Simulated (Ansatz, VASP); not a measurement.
Two plane-wave programs on BN

POSCAR

```
BN
1.0
    2.5312302487      0.0000000000      0.0000000000
   -1.2656151244      2.1921096982      0.0000000000
    0.0000000000      0.0000000000      4.1867762627
B N
2 2
Direct
    0.3333333333      0.6666666667      0.0002584899
    0.6666666667      0.3333333333      0.5002584899
    0.3333333333      0.6666666667      0.3747415101
    0.6666666667      0.3333333333      0.8747415101
```

INCAR.step1

```
SYSTEM = BN
PREC = Accurate
ENCUT = 520
EDIFF = 1E-5
ISMEAR = 0
SIGMA = 0.01
LREAL = .False.
LASPH = .True.
NELM = 80
ALGO = Normal
ISIF = 2
LWAVE = .True.
LCHARG = .False.
NBANDS = 16
GGA = PE
```

Contents of INCAR.step2:

```
SYSTEM = BN
PREC = Accurate
ENCUT = 520
EDIFF = 1E-7
ISMEAR = 0
SIGMA = 0.01
LREAL = .False.
LASPH = .True.
NELM = 80
ALGO = Normal
ISIF = 2
LWAVE = .False.
LCHARG = .False.
GGA = PE
LHFCALC = .True.
HFSCREEN = 0.2079
PRECFOCK = Normal
NBANDS = 16
ISTART = 1
```

File KPOINTS:

```
Automatic mesh
0
Gamma
  9 9 4
  0 0 0
```

Input for Ansatz:

```yaml
crystal:
  lattice:
    - [2.5312302487, 0.0, 0.0]
    - [-1.2656151244, 2.1921096982, 0.0]
    - [0.0, 0.0, 4.1867762627]
  atoms:
    - { symbol: B, position: [0.3333333333, 0.6666666667, 0.0002584899] }
    - { symbol: B, position: [0.6666666667, 0.3333333333, 0.5002584899] }
    - { symbol: "N", position: [0.3333333333, 0.6666666667, 0.3747415101] }
    - { symbol: "N", position: [0.6666666667, 0.3333333333, 0.8747415101] }
kpoints:
  mp_grid: { grid: [9, 9, 4] }
  band_path:
    path:
      - [0.0, 0.0, 0.0]
      - [0.5, 0.0, 0.0]
      - [0.3333333333, 0.3333333333, 0.0]
      - [0.0, 0.0, 0.5]
      - [0.5, 0.0, 0.5]
      - [0.3333333333, 0.3333333333, 0.5]
      - [0.1, 0.0, 0.0]
    npoints: 1
hamiltonian:
  xc: hse06
scf:
  occupations: { method: fixed }
  n_extra_bands: 5
output:
  forces: true
  stress: true
  eigenvalues: true
```

Change from the starting cell: hydrostatic strain -0.5%.

Alike in both runs: task single point; functional HSE06; k mesh 9 × 9 × 4; no spin polarisation.

```csv
,VASP,Ansatz
version,VASP 6.6.1,Ansatz 0.2.0
potentials or method,"VASP PAW PBE potentials, release 64 (B, N)","plane waves, PAW"
plane-wave cutoff (eV),520,420
occupations,"gaussian, width 0.01 eV",fixed
valence electrons in the cell,16,16
```

Ansatz gave:

```
gap on the k mesh at the Fermi level (eV)                     : 6.50
pressure (GPa)                                                : 1.5
traceless stress, the component that is largest in VASP (GPa) : -0.31
rms of the force components (eV/Å)                            : 0.007
```

Q: What did VASP give for the same quantities?

A: gap on the k mesh at the Fermi level (eV): 6.48; pressure (GPa): 2.1; traceless stress, the component that is largest in VASP (GPa): -0.34; rms of the force components (eV/Å): 0.005.

Atom by atom the forces differ by 0.002 eV/Å (rms over components). Ansatz's warnings: stress exchange threshold loose, stress scf threshold loose.
